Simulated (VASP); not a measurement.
# Sm2F (P6/mmm) in VASP: single point with PBE

Aim: the single point of Sm2F with PBE.

All numbers are computed with VASP 6.6.1; they aren't measurements. Logs are shortened: lines on timing, memory, paths and dates and some standing lists are left out, and cuts for length are marked.

**1. The cell of the first run**

The structure is hexagonal, space group P6/mmm (No. 191). The conventional cell has a = 5.521 Å, b = 5.521 Å, c = 3.095 Å, α = 90.00°, β = 90.00°, γ = 120.00°. Within 4.1 Å of Sm (site symmetry -6m2) lie 5 Sm at 3.09 to 3.19 Å and 6 F at 3.54 Å. F (site symmetry 6/mmm) has 2 F at 3.09 Å and 12 Sm at 3.54 Å within 4.1 Å.

The cell was generated, and may not be a known phase.

**2. Single point, PBE**

Input file INCAR:

```
  ALGO = All
  EDIFF = 1E-6
  ENCUT = 800
  GGA = PE
  GGA_COMPAT = F
  ISEARCH = 1
  ISIF = 2
  ISMEAR = 0
  KPAR = 4
  LASPH = T
  LCHARG = F
  LMAXMIX = 6
  LREAL = F
  LWAVE = F
  NBANDS = 26
  NELM = 300
  PREC = Accurate
  SIGMA = 0.1
```

Input file KPOINTS:

```
k-points
0
Gamma
  12 12 16
```

Input file POSCAR:

```
Sm2F
1.0
    5.5208403939      0.0000000000      0.0000000000
   -2.7604201970      4.7811880314      0.0000000000
    0.0000000000      0.0000000000      3.0946185077
Sm F
2 1
Direct
    0.3333333333      0.6666666667      0.5000000000
    0.6666666667      0.3333333333      0.5000000000
    0.0000000000      0.0000000000      0.0000000000
```

Potentials or basis: VASP PAW PBE potentials, release 64 (Sm, F).

Launch:

```console
$ cat potpaw_PBE.64/Sm/POTCAR potpaw_PBE.64/F/POTCAR > POTCAR
$ mpirun -np 4 vasp_std > vasp.out
```

OUTCAR:

```text
EDIFF = 1E-6
   ENCUT = 800
   GGA = PE
   ISIF = 2
   ISMEAR = 0
   LASPH = T
   LREAL = F
   NELM = 300
   PREC = Accurate

 ion  position               nearest neighbor table
   1  0.333  0.667  0.500-   2 3.19   2 3.19   2 3.19
   2  0.667  0.333  0.500-   1 3.19   1 3.19   1 3.19
   3  0.000  0.000  0.000-

  LATTYP: Found a hexagonal cell.
 ALAT       =     5.5208403939
 C/A-ratio  =     0.5605339562

  Lattice vectors:

 A1 = (   5.5208403939,   0.0000000000,   0.0000000000)
 A2 = (  -2.7604201970,   4.7811880314,   0.0000000000)
 A3 = (   0.0000000000,   0.0000000000,   3.0946185077)

Analysis of symmetry for initial positions (statically):
=====================================================================
 Subroutine PRICEL returns:
 Original cell was already a primitive cell.

 Routine SETGRP: Setting up the symmetry group for a
 hexagonal supercell.

 Subroutine GETGRP returns: Found 24 space group operations
 (whereof 24 operations were pure point group operations)
 out of a pool of 24 trial point group operations.

The static configuration has the point symmetry D_6h.

Analysis of symmetry for dynamics (positions and initial velocities):
=====================================================================
 Subroutine PRICEL returns:
 Original cell was already a primitive cell.

 Routine SETGRP: Setting up the symmetry group for a
 hexagonal supercell.

 Subroutine GETGRP returns: Found 24 space group operations
 (whereof 24 operations were pure point group operations)
 out of a pool of 24 trial point group operations.

The dynamic configuration has the point symmetry D_6h.

 Subroutine INISYM returns: Found 24 space group operations
 (whereof 24 operations are pure point group operations),
 and found     1 'primitive' translations

----------------------------------------------------------------------------------------

                                     Primitive cell

  volume of cell :      81.6861

  direct lattice vectors                    reciprocal lattice vectors
     5.520840394  0.000000000  0.000000000     0.181131844  0.104576519  0.000000000
    -2.760420197  4.781188031  0.000000000     0.000000000  0.209153038  0.000000000
[... 77 lines left out ...]
 SYSTEM =  unknown system
   PREC   = accura    normal or accurate (medium, high low for compatibility)
   ISTART =      0    job   : 0-new  1-cont  2-samecut
   ICHARG =      2    charge: 1-file 2-atom 10-const
   ISPIN  =      1    spin polarized calculation?
   LNONCOLLINEAR =      F non collinear calculations
   LSORBIT =      F    spin-orbit coupling
   LASPH  =      T    aspherical Exc in radial PAW
   ENCUT  =  800.0 eV  58.80 Ry    7.67 a.u.  12.73 12.73  7.14*2*pi/ulx,y,z
   NELM   =    300;   NELMIN=  2; NELMDL= -5     # of ELM steps
   EDIFF  = 0.1E-05   stopping-criterion for ELM
   LREAL  =      F    real-space projection
   EDIFFG = 0.1E-04   stopping-criterion for IOM
   NSW    =      0    number of steps for IOM
   IBRION =     -1    ionic relax: 0-MD 1-quasi-New 2-CG
   NFREE  =      0    steps in history (QN), initial steepest desc. (CG)
   ISIF   =      2    stress and relaxation
   ISYM   =      2    0-nonsym 1-usesym 2-fastsym
   POTIM  = 0.5000    time-step for ionic-motion
   TEBEG  =    0.0;   TEEND  =   0.0 temperature during run
   PSTRESS=    0.0 pullay stress
   NELECT =      39.0000    total number of electrons
   NUPDOWN=      -1.0000    fix difference up-down
   EMIN   =  10.00;   EMAX   =-10.00  energy-range for DOS
   EFERMI =   0.00;   METHOD = LEGACY
   ISMEAR =     0;   SIGMA  =   0.10  broadening in eV -4-tet -1-fermi 0-gaus
   EFERMI_NEDOS =   21; number of points for ismear=-14 and -15
   IALGO  =     58    algorithm
   IMIX   =      4    mixing-type and parameters
     AMIX     =   0.40;   BMIX     =  1.00
     AMIX_MAG =   1.60;   BMIX_MAG =  1.00
  volume/ion in A,a.u.               =      27.23       183.75
  Fermi-wavevector in a.u.,A,eV,Ry     =   1.279520  2.417942 22.275060  1.637171
  Thomas-Fermi vector in A             =   2.412000
   LORBIT       =      0    0 simple, 1 ext, 2 COOP (PROOUT), +10 PAW based schemes
   GGA     = PE    functional components
   LHFCALC =     F    Hartree Fock is set to
   AEXX    =    0.0000 exact exchange contribution
   IVDW    =     0    specifies the selected vdW correction
   LEPSILON=     F    determine dielectric tensor
   LRPA    =     F    only Hartree local field effects (RPA)
 non-spin polarized calculation
 Gauss-broadening in eV      SIGMA  =   0.10
  energy-cutoff  :      800.00
  volume of cell :       81.69
 maximum number of plane-waves:      4220
 NGX is ok and might be reduce to    54
   NGX = 25   NGY = 25   NGZ = 15

 number of electron      39.0000004 magnetization

 Free energy of the ion-electron system (eV)
  ---------------------------------------------------
  ext. energy  EPLUGINS =         0.00000000
  ---------------------------------------------------
  free energy    TOTEN  =       -12.25535353 eV

  energy without entropy =      -11.97553214  energy(sigma->0) =      -12.11544283

 E-fermi :   2.4202     XC(G=0):  -9.4279

 val. band max:        2.4226002492   @ k =   0.5000   0.0000   0.1250
 cond. band min:       2.4229382015   @ k =   0.3333   0.2500   0.3125
 fundamental gap:      0.0003379522
 Fermi energy:         2.4201918782

 k-point     1 :       0.0000    0.0000    0.0000
  band No.  band energies     occupation
      1     -37.4999      2.00000
      2     -37.2703      2.00000
      3     -19.5515      2.00000
      4     -17.7398      2.00000
      5     -17.7398      2.00000
      6     -16.7415      2.00000
[... 685 lines left out ...]
     25       2.5914      0.01714
     26       2.6095      0.00818

 [... further k-points ...]
[... 5 lines left out ...]
  --------------------------------------------------------------------------------------
  -------------------------------------------------------------------------------------
  Total       -4.2882343     -4.2882343     -3.9531508      0.0000000     -0.0000000      0.0000000
  in kB      -84.1087056    -84.1087056    -77.5364352      0.0000000     -0.0000000      0.0000000
  external PRESSURE =     -81.9179488 kB  Pullay stress =       0.0000000 kB

 VOLUME and BASIS-vectors are now :
 -----------------------------------------------------------------------------
  energy-cutoff  :      800.00
  volume of cell :       81.69
      direct lattice vectors                 reciprocal lattice vectors
     5.520840394  0.000000000  0.000000000     0.181131844  0.104576519  0.000000000
    -2.760420197  4.781188031  0.000000000     0.000000000  0.209153038  0.000000000
     0.000000000  0.000000000  3.094618508     0.000000000  0.000000000  0.323141608

 POSITION                                       TOTAL-FORCE (eV/Angst)
 -----------------------------------------------------------------------------------
     -0.00000      3.18746      1.54731         0.000000     -0.000000      0.000000
      2.76042      1.59373      1.54731        -0.000000      0.000000     -0.000000
      0.00000      0.00000      0.00000         0.000000      0.000000      0.000000
 -----------------------------------------------------------------------------------
    total drift:                               -0.000000      0.000000      0.000000

  FREE ENERGIE OF THE ION-ELECTRON SYSTEM (eV)
  ---------------------------------------------------
  free  energy   TOTEN  =       -12.2553535252 eV

  energy  without entropy=      -11.9755270928  energy(sigma->0) =      -12.11544031
```

It took 36 min on 4 MPI ranks of Intel Xeon Platinum 8259CL at 2.50GHz (Skylake/Cascade Lake), shared host; peak memory 1.4 GiB.

Results:

```yaml
Free_energy: -12.2554 eV
Pressure: -8.2 GPa
Band_gap_on_the_k_mesh: zero (an odd number of electrons rules out a gap without spin polarisation)
```

Stress tensor (GPa, compression positive):
```
-8.41  0.00  0.00
 0.00 -8.41  0.00
 0.00  0.00 -7.75
```

Levels at points of the mesh, in eV from the Fermi level:
```csv
k point,band 16,band 17,band 18,band 19,band 20,band 21,band 22,band 23
"(0.00, 0.00, 0.00)",-0.23,-0.18,-0.05,-0.05,0.06,0.08,0.08,0.14
"(0.50, 0.00, 0.00)",-0.25,-0.20,-0.11,-0.08,-0.02,0.02,0.05,0.06
"(0.00, 0.00, 0.50)",-0.20,-0.13,-0.03,-0.03,0.04,0.14,0.14,0.21
"(0.50, 0.00, 0.50)",-0.14,-0.05,-0.04,0.03,0.05,0.06,0.08,0.09
```

Caveat: the cell stands under tension; spin-orbit coupling is left out, which moves the levels of the heavy elements; the run has no spin polarisation, though such a crystal can be magnetic; semilocal functionals describe open f shells poorly, which spoils levels, moments and volumes. Spin polarisation is off, so any magnetic state and its effect on volume and gap are missing.
